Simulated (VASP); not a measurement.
# SnO (Pm) in VASP: single point with PBEsol

Aim: the single point of SnO with PBEsol.

Program: VASP 6.6.1. These are calculated values, not measurements. Logs are shortened: lines on timing, memory, paths and dates and some standing lists are left out, and cuts for length are marked.

## (1) The cell of the first run

The structure is monoclinic, space group Pm (No. 6). Conventional cell: a = 4.222 Å, b = 3.355 Å, c = 11.380 Å, α = 90.00°, β = 94.26°, γ = 90.00°. Within 2.8 Å of Sn (site symmetry m) lie 3 O at 2.15 to 2.16 Å. Sn (site symmetry m) has 3 O at 2.15 to 2.16 Å within 2.8 Å. Within 2.8 Å of Sn (site symmetry m) lie 3 O at 2.15 to 2.16 Å. Sn (site symmetry m) has 3 O at 2.15 to 2.16 Å within 2.8 Å. Within 2.8 Å of O (site symmetry m) lie 3 Sn at 2.15 to 2.16 Å. Within 2.8 Å of O (site symmetry m) lie 3 Sn at 2.15 to 2.16 Å. Within 2.8 Å of O (site symmetry m) lie 3 Sn at 2.15 to 2.16 Å. Within 2.8 Å of O (site symmetry m) lie 3 Sn at 2.15 to 2.16 Å.

## (2) Single point, PBEsol

INCAR reads:

```
SYSTEM = SnO
ALGO     = Normal         ! electronic algorithm
EDIFF    = 1E-7           ! SCF threshold, eV
ENCUT    = 520            ! plane-wave cutoff, eV
GGA      = PS             ! functional
ISIF     = 2              ! what is computed and relaxed
ISMEAR   = 0              ! smearing method
LASPH    = .True.         ! aspherical terms in the spheres
LCHARG   = .False.        ! write CHGCAR
LREAL    = .False.        ! projectors in reciprocal space
LWAVE    = .False.        ! write WAVECAR
NBANDS   = 50             ! bands
NELM     = 100            ! most SCF steps
PREC     = Accurate       ! precision mode
SIGMA    = 0.05           ! smearing width, eV
```

KPOINTS reads:

```
k-points
0
Gamma
  6 8 3
  0 0 0
```

POSCAR reads:

```
SnO
1.0
    0.0000000000      0.0000000000     -4.2219700000
   -3.3550050000      0.0000000000      0.0000000000
    0.0000000000     11.3482080000     -0.8443940000
Sn O
4 4
Direct
    0.3136651000      0.0000000000      0.8659545000
    0.4136651000      0.0000000000      0.3659545000
    0.9600469000      0.5000000000      0.1340455000
    0.8600469000      0.5000000000      0.6340455000
    0.2240180000      0.0000000000      0.1956250000
    0.1240180000      0.0000000000      0.6956250000
    0.6022680000      0.5000000000      0.8043750000
    0.7022680000      0.5000000000      0.3043750000
```

Potentials or basis: VASP PAW PBE potentials, release 64 (Sn_d, O).

On the command line:

```sh
$ cat potpaw_PBE.64/Sn_d/POTCAR potpaw_PBE.64/O/POTCAR > POTCAR
$ mpirun -np 1 vasp_std > vasp.out
```

OUTCAR:

```text
SYSTEM = SnO
   EDIFF = 1E-7
   ENCUT = 520
   GGA = PS
   ISIF = 2
   ISMEAR = 0
   LASPH = .True.
   LREAL = .False.
   NELM = 100
   PREC = Accurate

 ion  position               nearest neighbor table
   1  0.314  0.000  0.866-   6 2.15   7 2.16   7 2.16   3 3.70   3 3.70
   2  0.414  0.000  0.366-   5 2.15   8 2.16   8 2.16
   3  0.960  0.500  0.134-   8 2.15   5 2.16   5 2.16   1 3.70   1 3.70
   4  0.860  0.500  0.634-   7 2.15   6 2.16   6 2.16
   5  0.224  0.000  0.196-   2 2.15   3 2.16   3 2.16
   6  0.124  0.000  0.696-   1 2.15   4 2.16   4 2.16
   7  0.602  0.500  0.804-   4 2.15   1 2.16   1 2.16
   8  0.702  0.500  0.304-   3 2.15   2 2.16   2 2.16

  LATTYP: Found a simple monoclinic cell.
 ALAT       =     4.2219700000
 B/A-ratio  =     0.7946539175
 C/A-ratio  =     2.6953245389
 COS(beta)  =    -0.0742025671

  Lattice vectors:

 A1 = (   0.0000000000,   0.0000000000,  -4.2219700000)
 A2 = (   3.3550050000,   0.0000000000,   0.0000000000)
 A3 = (   0.0000000000, -11.3482080000,   0.8443940000)

Analysis of symmetry for initial positions (statically):
=====================================================================
 Subroutine PRICEL returns:
 Original cell was already a primitive cell.

 Routine SETGRP: Setting up the symmetry group for a
 simple monoclinic supercell.

 Subroutine GETGRP returns: Found  2 space group operations
 (whereof  2 operations were pure point group operations)
 out of a pool of  4 trial point group operations.

The static configuration has the point symmetry C_1h.

Analysis of symmetry for dynamics (positions and initial velocities):
=====================================================================
 Subroutine PRICEL returns:
 Original cell was already a primitive cell.

 Routine SETGRP: Setting up the symmetry group for a
 simple monoclinic supercell.

 Subroutine GETGRP returns: Found  2 space group operations
 (whereof  2 operations were pure point group operations)
 out of a pool of  4 trial point group operations.

The dynamic configuration has the point symmetry C_1h.

 Subroutine INISYM returns: Found  2 space group operations
 (whereof  2 operations are pure point group operations),
 and found     1 'primitive' translations

----------------------------------------------------------------------------------------

[... 108 lines left out ...]
   IBRION =     -1    ionic relax: 0-MD 1-quasi-New 2-CG
   NFREE  =      0    steps in history (QN), initial steepest desc. (CG)
   ISIF   =      2    stress and relaxation
   ISYM   =      2    0-nonsym 1-usesym 2-fastsym
   POTIM  = 0.5000    time-step for ionic-motion
   TEBEG  =    0.0;   TEEND  =   0.0 temperature during run
   PSTRESS=    0.0 pullay stress
   NELECT =      80.0000    total number of electrons
   NUPDOWN=      -1.0000    fix difference up-down
   EMIN   =  10.00;   EMAX   =-10.00  energy-range for DOS
   EFERMI =   0.00;   METHOD = LEGACY
   ISMEAR =     0;   SIGMA  =   0.05  broadening in eV -4-tet -1-fermi 0-gaus
   EFERMI_NEDOS =   21; number of points for ismear=-14 and -15
   IALGO  =     38    algorithm
   IMIX   =      4    mixing-type and parameters
     AMIX     =   0.40;   BMIX     =  1.00
     AMIX_MAG =   1.60;   BMIX_MAG =  1.00
  volume/ion in A,a.u.               =      20.09       135.59
  Fermi-wavevector in a.u.,A,eV,Ry     =   1.297357  2.451650 22.900458  1.683136
  Thomas-Fermi vector in A             =   2.428755
   LORBIT       =      0    0 simple, 1 ext, 2 COOP (PROOUT), +10 PAW based schemes
   GGA     = PS    functional components
   LHFCALC =     F    Hartree Fock is set to
   AEXX    =    0.0000 exact exchange contribution
   IVDW    =     0    specifies the selected vdW correction
   LEPSILON=     F    determine dielectric tensor
   LRPA    =     F    only Hartree local field effects (RPA)
 non-spin polarized calculation
 Gauss-broadening in eV      SIGMA  =   0.05
  energy-cutoff  :      520.00
  volume of cell :      160.74
 maximum number of plane-waves:      4350
   NGX = 15   NGY = 13   NGZ = 43

 number of electron      80.0000027 magnetization

 Free energy of the ion-electron system (eV)
  ---------------------------------------------------
  ext. energy  EPLUGINS =         0.00000000
  ---------------------------------------------------
  free energy    TOTEN  =       -47.53634921 eV

  energy without entropy =      -47.53634921  energy(sigma->0) =      -47.53634921

 E-fermi :   5.0564     XC(G=0):  -9.7497

 val. band max:        4.7920642746   @ k =   0.0000   0.0000   0.0000
 cond. band min:       6.0179426356   @ k =   0.0000   0.3750   0.0000
 fundamental gap:      1.2258783611
 Fermi energy:         5.0564473652

 k-point     1 :       0.0000    0.0000    0.0000
  band No.  band energies     occupation
      1     -16.4264      2.00000
      2     -16.3838      2.00000
      3     -16.1054      2.00000
      4     -16.0625      2.00000
      5     -16.0172      2.00000
      6     -15.9942      2.00000
[... 1261 lines left out ...]
     49      12.1133      0.00000
     50      12.5808      0.00000

 [... further k-points ...]

------------------------ aborting loop because EDIFF is reached ----------------------------------------

  FORCE on cell =-STRESS in cart. coord.  units (eV):
  Direction    XX          YY          ZZ          XY          YZ          ZX
  --------------------------------------------------------------------------------------
  -------------------------------------------------------------------------------------
  Total       -3.1584422     -2.1860305     -2.3438294      0.0000000      0.4131845      0.0000000
  in kB      -31.4809560    -21.7886938    -23.3615141      0.0000000      4.1183095      0.0000000
  external PRESSURE =     -25.5437213 kB  Pullay stress =       0.0000000 kB

 VOLUME and BASIS-vectors are now :
 -----------------------------------------------------------------------------
  energy-cutoff  :      520.00
  volume of cell :      160.74
      direct lattice vectors                 reciprocal lattice vectors
     0.000000000  0.000000000 -4.221970000     0.000000000 -0.017623928 -0.236856254
    -3.355005000  0.000000000  0.000000000    -0.298062149  0.000000000  0.000000000
     0.000000000 11.348208000 -0.844394000     0.000000000  0.088119640  0.000000000

 POSITION                                       TOTAL-FORCE (eV/Angst)
 -----------------------------------------------------------------------------------
      0.00000      9.82703     -2.05549         0.000000     -0.524856     -0.193209
      0.00000      4.15293     -2.05549         0.000000     -0.342842     -0.113449
     -1.67750      1.52118     -4.16648         0.000000      0.381175      0.052940
     -1.67750      7.19528     -4.16648         0.000000      0.312231     -0.085786
      0.00000      2.21999     -1.11098         0.000000      0.107403      0.077995
      0.00000      7.89410     -1.11098         0.000000      0.163587      0.093392
     -1.67750      9.12821     -3.22197         0.000000     -0.063248      0.056782
     -1.67750      3.45411     -3.22197         0.000000     -0.033450      0.111335
 -----------------------------------------------------------------------------------
    total drift:                                0.000000     -0.000338     -0.000251

  FREE ENERGIE OF THE ION-ELECTRON SYSTEM (eV)
  ---------------------------------------------------
  free  energy   TOTEN  =       -47.5363492110 eV

  energy  without entropy=      -47.5363492110  energy(sigma->0) =      -47.53634921
```

stdout:

```text
POSCAR found type information on POSCAR SnO
 POSCAR found :  2 types and       8 ions
 scaLAPACK will be used
 -----------------------------------------------------------------------------
|                                                                             |
|                                                                             |
|     You enforced a specific xc type in the INCAR file but a different       |
|     I HOPE YOU KNOW WHAT YOU ARE DOING!                                     |
|                                                                             |
 -----------------------------------------------------------------------------

 LDA part: xc-table for (Slater+PW92), standard interpolation
 POSCAR, INCAR and KPOINTS ok, starting setup
 FFT: planning ... GRIDC
 FFT: planning ... GRID_SOFT
 FFT: planning ... GRID
 WAVECAR not read
 entering main loop
```

Run time: 5.9 min. Hardware: 1 thread of Intel Xeon Platinum 8259CL at 2.50GHz (Skylake/Cascade Lake), shared host; peak memory 0.45 GiB.

Results:

- Free energy: -47.5363 eV
- Pressure: -2.6 GPa
- Largest force: 0.559 eV/Å
- Band gap on the k mesh: 1.23 eV (least direct gap 1.81 eV)

Forces on the atoms (eV/Å):
```
Sn   0.000 -0.525 -0.193
Sn   0.000 -0.343 -0.113
Sn   0.000  0.381  0.053
Sn   0.000  0.312 -0.086
O    0.000  0.107  0.078
O    0.000  0.164  0.093
O    0.000 -0.063  0.057
O    0.000 -0.033  0.111
```

Caveat: the PAW data sets were made with another functional, which shifts forces and pressure a little; spin-orbit coupling is left out, which moves the levels of the heavy elements; an odd mesh through Γ misses points on the zone boundary, where band edges can lie.
